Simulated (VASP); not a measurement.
# Pd (Fm-3m) in VASP: notebook

The runs below take Pd through single point, with PBE.

All numbers are computed with VASP 6.6.1; they aren't measurements. Logs are shortened: lines on timing, memory, paths and dates and some standing lists are left out, and cuts for length are marked.

### 1 The cell of the first run

Symmetry: Fm-3m, No. 225, cubic system. The conventional cell has a = 3.939 Å, b = 3.939 Å, c = 3.939 Å, α = 90.00°, β = 90.00°, γ = 90.00°. Pd (site symmetry m-3m) has 12 Pd at 2.79 Å within 3.7 Å.

### 2 Single point, PBE

Input file INCAR:

```
PREC = Accurate
ENCUT = 520
EDIFF = 1E-7
ISMEAR = -1
SIGMA = 0.08
LREAL = F
LASPH = T
NELM = 60
ALGO = Normal
ISIF = 2
LWAVE = F
LCHARG = T
GGA = PE
LELF = T
LVHAR = T
NBANDS = 11
```

Input file KPOINTS:

```
regular mesh
0
Gamma
  17 17 17
```

Input file POSCAR:

```
Pd
1.0
    0.0000000000      1.9697443754      1.9697443754
    1.9697443754      0.0000000000      1.9697443754
    1.9697443754      1.9697443754      0.0000000000
Pd
1
Direct
    0.0000000000      0.0000000000      0.0000000000
```

Potentials or basis: VASP PAW PBE potentials, release 64 (Pd).

On the command line:

```sh
> cat potpaw_PBE.64/Pd/POTCAR > POTCAR
> mpirun -np 1 vasp_std > vasp.out
```

OUTCAR:

```text
PREC = Accurate
   ENCUT = 520
   EDIFF = 1E-7
   ISMEAR = -1
   LREAL = F
   LASPH = T
   NELM = 60
   ISIF = 2
   GGA = PE

 ion  position               nearest neighbor table
   1  0.000  0.000  0.000-

  LATTYP: Found a face centered cubic cell.
 ALAT       =     3.9394887508

  Lattice vectors:

 A1 = (   0.0000000000,   1.9697443754,   1.9697443754)
 A2 = (   1.9697443754,   0.0000000000,   1.9697443754)
 A3 = (   1.9697443754,   1.9697443754,   0.0000000000)

Analysis of symmetry for initial positions (statically):
=====================================================================
 Subroutine PRICEL returns:
 Original cell was already a primitive cell.

 Routine SETGRP: Setting up the symmetry group for a
 face centered cubic supercell.

 Subroutine GETGRP returns: Found 48 space group operations
 (whereof 48 operations were pure point group operations)
 out of a pool of 48 trial point group operations.

The static configuration has the point symmetry O_h .

Analysis of symmetry for dynamics (positions and initial velocities):
=====================================================================
 Subroutine PRICEL returns:
 Original cell was already a primitive cell.

 Routine SETGRP: Setting up the symmetry group for a
 face centered cubic supercell.

 Subroutine GETGRP returns: Found 48 space group operations
 (whereof 48 operations were pure point group operations)
 out of a pool of 48 trial point group operations.

The dynamic configuration has the point symmetry O_h .

 Subroutine INISYM returns: Found 48 space group operations
 (whereof 48 operations are pure point group operations),
 and found     1 'primitive' translations

----------------------------------------------------------------------------------------

                                     Primitive cell

  volume of cell :      15.2848

  direct lattice vectors                    reciprocal lattice vectors
     0.000000000  1.969744375  1.969744375    -0.253840045  0.253840045  0.253840045
     1.969744375  0.000000000  1.969744375     0.253840045 -0.253840045  0.253840045
     1.969744375  1.969744375  0.000000000     0.253840045  0.253840045 -0.253840045

  length of vectors
     2.785639210  2.785639210  2.785639210     0.439663854  0.439663854  0.439663854

  position of ions in fractional coordinates (direct lattice)
     0.000000000  0.000000000  0.000000000

  ion indices of the primitive-cell ions
   primitive index   ion index
                 1           1

----------------------------------------------------------------------------------------

 KPOINTS: regular mesh

Automatic generation of k-mesh.
 Grid dimensions read from file:
 generate k-points for:   17   17   17

 Generating k-lattice:

  Cartesian coordinates                     Fractional coordinates (reciprocal lattice)
    -0.014931767  0.014931767  0.014931767     0.058823529  0.000000000  0.000000000
     0.014931767 -0.014931767  0.014931767     0.000000000  0.058823529  0.000000000
     0.014931767  0.014931767 -0.014931767     0.000000000  0.000000000  0.058823529

  Length of vectors
     0.025862580  0.025862580  0.025862580

  Shift w.r.t. Gamma in fractional coordinates (k-lattice)
     0.000000000  0.000000000  0.000000000

 Subroutine IBZKPT returns following result:
 ===========================================

 Found    165 irreducible k-points:

 Following reciprocal coordinates:
            Coordinates               Weight
  0.000000  0.000000  0.000000      1.000000
  0.058824  0.000000  0.000000      8.000000
  0.117647  0.000000  0.000000      8.000000
  0.176471  0.000000  0.000000      8.000000
  0.235294  0.000000  0.000000      8.000000
  0.294118  0.000000  0.000000      8.000000
[... 16 lines left out ...]
 -0.176471  0.058824  0.000000     24.000000
 -0.117647  0.058824  0.000000     24.000000
 [... further k-points ...]
   k-points           NKPTS =    165   k-points in BZ     NKDIM =    165   number of bands    NBANDS=     11
   number of dos      NEDOS =    301   number of ions     NIONS =      1
   total plane-waves  NPLWV =  13824
   dimension x,y,z NGX =    24 NGY =   24 NGZ =   24
   dimension x,y,z NGXF=    48 NGYF=   48 NGZF=   48
   ions per type =               1
   NGX,Y,Z   is equivalent  to a cutoff of  14.32, 14.32, 14.32 a.u.
   NGXF,Y,Z  is equivalent  to a cutoff of  28.65, 28.65, 28.65 a.u.
 SYSTEM =  unknown system
   PREC   = accura    normal or accurate (medium, high low for compatibility)
   ISTART =      0    job   : 0-new  1-cont  2-samecut
   ICHARG =      2    charge: 1-file 2-atom 10-const
   ISPIN  =      1    spin polarized calculation?
   LNONCOLLINEAR =      F non collinear calculations
   LSORBIT =      F    spin-orbit coupling
   LASPH  =      T    aspherical Exc in radial PAW
   ENCUT  =  520.0 eV  38.22 Ry    6.18 a.u.   5.18  5.18  5.18*2*pi/ulx,y,z
   NELM   =     60;   NELMIN=  2; NELMDL= -5     # of ELM steps
   EDIFF  = 0.1E-06   stopping-criterion for ELM
   LREAL  =      F    real-space projection
   EDIFFG = 0.1E-05   stopping-criterion for IOM
   NSW    =      0    number of steps for IOM
   IBRION =     -1    ionic relax: 0-MD 1-quasi-New 2-CG
   NFREE  =      0    steps in history (QN), initial steepest desc. (CG)
   ISIF   =      2    stress and relaxation
   ISYM   =      2    0-nonsym 1-usesym 2-fastsym
   POTIM  = 0.5000    time-step for ionic-motion
   TEBEG  =    0.0;   TEEND  =   0.0 temperature during run
   PSTRESS=    0.0 pullay stress
   NELECT =      10.0000    total number of electrons
   NUPDOWN=      -1.0000    fix difference up-down
   EMIN   =  10.00;   EMAX   =-10.00  energy-range for DOS
   EFERMI =   0.00;   METHOD = LEGACY
   ISMEAR =    -1;   SIGMA  =   0.08  broadening in eV -4-tet -1-fermi 0-gaus
   EFERMI_NEDOS =   21; number of points for ismear=-14 and -15
   IALGO  =     38    algorithm
   IMIX   =      4    mixing-type and parameters
     AMIX     =   0.40;   BMIX     =  1.00
     AMIX_MAG =   1.60;   BMIX_MAG =  1.00
  volume/ion in A,a.u.               =      15.28       103.15
  Fermi-wavevector in a.u.,A,eV,Ry     =   1.421199  2.685677 27.481146  2.019807
  Thomas-Fermi vector in A             =   2.542034
   LORBIT       =      0    0 simple, 1 ext, 2 COOP (PROOUT), +10 PAW based schemes
   GGA     = PE    functional components
   LHFCALC =     F    Hartree Fock is set to
   AEXX    =    0.0000 exact exchange contribution
   IVDW    =     0    specifies the selected vdW correction
   LEPSILON=     F    determine dielectric tensor
   LRPA    =     F    only Hartree local field effects (RPA)
 non-spin polarized calculation
  energy-cutoff  :      520.00
  volume of cell :       15.28
 maximum number of plane-waves:       424
 NGX is ok and might be reduce to    24
   NGX = 11   NGY = 11   NGZ = 11

 number of electron      10.0000000 magnetization

 Free energy of the ion-electron system (eV)
  ---------------------------------------------------
  ext. energy  EPLUGINS =         0.00000000
  ---------------------------------------------------
  free energy    TOTEN  =        -5.23911413 eV

  energy without entropy =       -5.19032269  energy(sigma->0) =       -5.21471841

 E-fermi :   9.1977     XC(G=0): -12.9645

 val. band max:        9.1962100391   @ k =  -0.1765   0.1765   0.0588
 cond. band min:       9.2083797008   @ k =  -0.4706   0.4706   0.0000
 fundamental gap:      0.0121696617
 Fermi energy:         9.1976655016

 k-point     1 :       0.0000    0.0000    0.0000
  band No.  band energies     occupation
      1       2.3261      2.00000
      2       6.5095      2.00000
      3       6.5095      2.00000
      4       6.5095      2.00000
      5       8.0266      2.00000
      6       8.0266      2.00000
      7      26.3637      0.00000
      8      30.9366      0.00000
      9      30.9366      0.00000
     10      30.9366      0.00000
     11      35.4996      0.00000

 k-point     2 :       0.0588    0.0000    0.0000
  band No.  band energies     occupation
      1       2.4481      2.00000
      2       6.4675      2.00000
      3       6.5510      2.00000
      4       6.5510      2.00000
      5       8.0070      2.00000
      6       8.0070      2.00000
      7      26.4839      0.00000
      8      30.0964      0.00000
      9      31.0686      0.00000
     10      31.0686      0.00000
     11      35.6060      0.00000

 k-point     3 :       0.1176    0.0000    0.0000
  band No.  band energies     occupation
      1       2.7995      2.00000
      2       6.3656      2.00000
      3       6.6573      2.00000
      4       6.6573      2.00000
      5       7.9686      2.00000
      6       7.9686      2.00000
      7      26.7046      0.00000
      8      28.4705      0.00000
      9      31.4374      0.00000
     10      31.4374      0.00000
     11      36.0359      0.00000

 k-point     4 :       0.1765    0.0000    0.0000
  band No.  band energies     occupation
      1       3.3224      2.00000
      2       6.2843      2.00000
      3       6.7672      2.00000
      4       6.7672      2.00000
      5       7.9764      2.00000
      6       7.9764      2.00000
      7      25.9359      0.00000
      8      27.5637      0.00000
      9      31.9467      0.00000
     10      31.9467      0.00000
     11      34.9089      0.00000

 k-point     5 :       0.2353    0.0000    0.0000
  band No.  band energies     occupation
      1       3.8669      2.00000
      2       6.3963      2.00000
      3       6.7962      2.00000
      4       6.7962      2.00000
      5       8.1141      2.00000
      6       8.1141      2.00000
      7      23.9567      0.00000
      8      27.4137      0.00000
      9      32.3431      0.00000
     10      32.3431      0.00000
     11      34.5890      0.00000
[... 211 lines left out ...]
 k-point    21 :      -0.2941    0.0588    0.0000
  band No.  band energies     occupation
      1       4.3319      2.00000
      2       6.6475      2.00000
      3       6.7485      2.00000
      4       7.0465      2.00000
      5       8.2811      1.99998
      6       8.9274      1.93401
      7      21.1372      0.00000
      8      26.7509      0.00000
      9      30.2209      0.00000
     10      32.9238      0.00000
     11      34.2322      0.00000

 k-point    22 :      -0.2353    0.0588    0.0000
  band No.  band energies     occupation
      1       4.1103      2.00000
      2       6.3682      2.00000
      3       6.8076      2.00000
      4       6.8443      2.00000
      5       7.9631      2.00000
      6       8.5149      1.99961
      7      23.3149      0.00000
      8      27.2088      0.00000
      9      30.8220      0.00000
     10      33.4240      0.00000
     11      33.9890      0.00000

 k-point    23 :      -0.1765    0.0588    0.0000
  band No.  band energies     occupation
      1       3.6127      2.00000
      2       6.1943      2.00000
      3       6.8301      2.00000
      4       6.8453      2.00000
      5       7.7970      2.00000
      6       8.2327      1.99999
      7      25.3977      0.00000
      8      27.4306      0.00000
      9      30.9155      0.00000
     10      33.1497      0.00000
     11      33.6697      0.00000

 k-point    24 :      -0.1176    0.0588    0.0000
  band No.  band energies     occupation
      1       3.0615      2.00000
      2       6.2629      2.00000
      3       6.7319      2.00000
      4       6.7610      2.00000
      5       7.8156      2.00000
      6       8.0943      2.00000
      7      26.7648      0.00000
      8      27.8544      0.00000
      9      30.6903      0.00000
     10      32.2845      0.00000
     11      34.9620      0.00000

 [... further k-points ...]

------------------------ aborting loop because EDIFF is reached ----------------------------------------

  FORCE on cell =-STRESS in cart. coord.  units (eV):
  Direction    XX          YY          ZZ          XY          YZ          ZX
  --------------------------------------------------------------------------------------
  -------------------------------------------------------------------------------------
  Total        0.0367584      0.0367584      0.0367584     -0.0000000     -0.0000000      0.0000000
  in kB        3.8530768      3.8530768      3.8530768     -0.0000000     -0.0000000      0.0000000
  external PRESSURE =       3.8530768 kB  Pullay stress =       0.0000000 kB

 VOLUME and BASIS-vectors are now :
 -----------------------------------------------------------------------------
  energy-cutoff  :      520.00
  volume of cell :       15.28
      direct lattice vectors                 reciprocal lattice vectors
     0.000000000  1.969744375  1.969744375    -0.253840045  0.253840045  0.253840045
     1.969744375  0.000000000  1.969744375     0.253840045 -0.253840045  0.253840045
     1.969744375  1.969744375  0.000000000     0.253840045  0.253840045 -0.253840045

 POSITION                                       TOTAL-FORCE (eV/Angst)
 -----------------------------------------------------------------------------------
      0.00000      0.00000      0.00000         0.000000     -0.000000     -0.000000
 -----------------------------------------------------------------------------------
    total drift:                               -0.000000      0.000000     -0.000000

  FREE ENERGIE OF THE ION-ELECTRON SYSTEM (eV)
  ---------------------------------------------------
  free  energy   TOTEN  =        -5.2391141255 eV

  energy  without entropy=       -5.1903226897  energy(sigma->0) =       -5.21471841
```

It took 21 s on 1 thread of Intel Xeon 8259CL, shared host; peak memory 0.16 GiB.

Results:

```
Free energy            : -5.2391 eV
Pressure               : 0.4 GPa
Band gap on the k mesh : zero (bands 5 and 6 overlap by 1.46 eV)
```

### 3 Single point, PBE

Input file INCAR:

```
PREC = Accurate
ENCUT = 520
EDIFF = 1E-6
ISMEAR = -1
SIGMA = 0.08
LREAL = False
LASPH = True
NELM = 60
ALGO = Normal
ISIF = 2
LWAVE = False
LCHARG = False
GGA = PE
NBANDS = 11
```

KPOINTS is that of step 2.

Input file POSCAR:

```
Pd
1.0
    0.0000000000      1.9693654350      1.9693654350
    1.9693654350      0.0000000000      1.9693654350
    1.9693654350      1.9693654350      0.0000000000
Pd
1
Direct
    0.0000000000      0.0000000000      0.0000000000
```

Potentials or basis: VASP PAW PBE potentials, release 64 (Pd).

On the command line:

```sh
> cat potpaw_PBE.64/Pd/POTCAR > POTCAR
> mpirun -np 1 vasp_std > vasp.out
```

OUTCAR:

```text
PREC = Accurate
   ENCUT = 520
   EDIFF = 1E-6
   ISMEAR = -1
   LREAL = False
   LASPH = True
   NELM = 60
   ISIF = 2
   GGA = PE

 ion  position               nearest neighbor table
   1  0.000  0.000  0.000-

  LATTYP: Found a face centered cubic cell.
 ALAT       =     3.9387308700

  Lattice vectors:

 A1 = (   0.0000000000,   1.9693654350,   1.9693654350)
 A2 = (   1.9693654350,   0.0000000000,   1.9693654350)
[... 513 lines left out ...]
      9      30.7047      0.00000
     10      32.2986      0.00000
     11      34.9795      0.00000

 [... further k-points ...]

------------------------ aborting loop because EDIFF is reached ----------------------------------------

  FORCE on cell =-STRESS in cart. coord.  units (eV):
  Direction    XX          YY          ZZ          XY          YZ          ZX
  --------------------------------------------------------------------------------------
  -------------------------------------------------------------------------------------
  Total        0.0466379      0.0466379      0.0466379      0.0000000      0.0000000     -0.0000000
  in kB        4.8914891      4.8914891      4.8914891      0.0000000      0.0000000     -0.0000000
  external PRESSURE =       4.8914891 kB  Pullay stress =       0.0000000 kB

 VOLUME and BASIS-vectors are now :
 -----------------------------------------------------------------------------
  energy-cutoff  :      520.00
  volume of cell :       15.28
      direct lattice vectors                 reciprocal lattice vectors
     0.000000000  1.969365435  1.969365435    -0.253888888  0.253888888  0.253888888
     1.969365435  0.000000000  1.969365435     0.253888888 -0.253888888  0.253888888
     1.969365435  1.969365435  0.000000000     0.253888888  0.253888888 -0.253888888

 POSITION                                       TOTAL-FORCE (eV/Angst)
 -----------------------------------------------------------------------------------
      0.00000      0.00000      0.00000        -0.000000      0.000000      0.000000
 -----------------------------------------------------------------------------------
    total drift:                               -0.000000      0.000000     -0.000000

  FREE ENERGIE OF THE ION-ELECTRON SYSTEM (eV)
  ---------------------------------------------------
  free  energy   TOTEN  =        -5.2390864772 eV

  energy  without entropy=       -5.1903218679  energy(sigma->0) =       -5.21470417
```

OSZICAR:

```text
N       E                     dE             d eps       ncg     rms          rms(c)
DAV:   1     0.423933344521E+02    0.42393E+02   -0.51268E+03  3662   0.847E+02
DAV:   2    -0.493684336520E+01   -0.47330E+02   -0.45821E+02  4101   0.181E+02
DAV:   3    -0.551148520271E+01   -0.57464E+00   -0.57302E+00  4342   0.212E+01
DAV:   4    -0.551420426473E+01   -0.27191E-02   -0.27187E-02  4352   0.154E+00
DAV:   5    -0.551423595099E+01   -0.31686E-04   -0.31686E-04  4764   0.148E-01    0.704E+00
DAV:   6    -0.525064648497E+01    0.26359E+00   -0.11321E+00  4419   0.861E+00    0.345E+00
DAV:   7    -0.524236871901E+01    0.82778E-02   -0.11156E-02  4640   0.759E-01    0.186E+00
DAV:   8    -0.523908927058E+01    0.32794E-02   -0.99934E-04  4475   0.248E-01    0.633E-02
DAV:   9    -0.523908287076E+01    0.63998E-05   -0.56171E-05  4738   0.633E-02    0.198E-02
DAV:  10    -0.523908709481E+01   -0.42240E-05   -0.58136E-06  4390   0.217E-02    0.629E-03
DAV:  11    -0.523908647721E+01    0.61759E-06   -0.13731E-07  2981   0.377E-03
   1 F= -.52390865E+01 E0= -.52147042E+01  d E =-.487646E-01
```

stdout:

```text
POSCAR found type information on POSCAR Pd
 POSCAR found :  1 types and       1 ions
 scaLAPACK will be used
 LDA part: xc-table for (Slater+PW92), standard interpolation
 POSCAR, INCAR and KPOINTS ok, starting setup
 FFT: planning ... GRIDC
 FFT: planning ... GRID_SOFT
 FFT: planning ... GRID
 WAVECAR not read
 entering main loop
```

It took 20 s on 1 thread of Intel Xeon 8259CL, shared host; peak memory 0.16 GiB.

What came out:

- Free energy: -5.2391 eV
- Pressure: 0.5 GPa
- Band gap on the k mesh: zero (bands 5 and 6 overlap by 1.47 eV)

Levels at points of the mesh, in eV from the Fermi level:
| k point | band 2 | band 3 | band 4 | band 5 | band 6 | band 7 | band 8 | band 9 |
| --- | --- | --- | --- | --- | --- | --- | --- | --- |
| (0.00, 0.00, 0.00) | -2.69 | -2.69 | -2.69 | -1.17 | -1.17 | 17.17 | 21.74 | 21.74 |
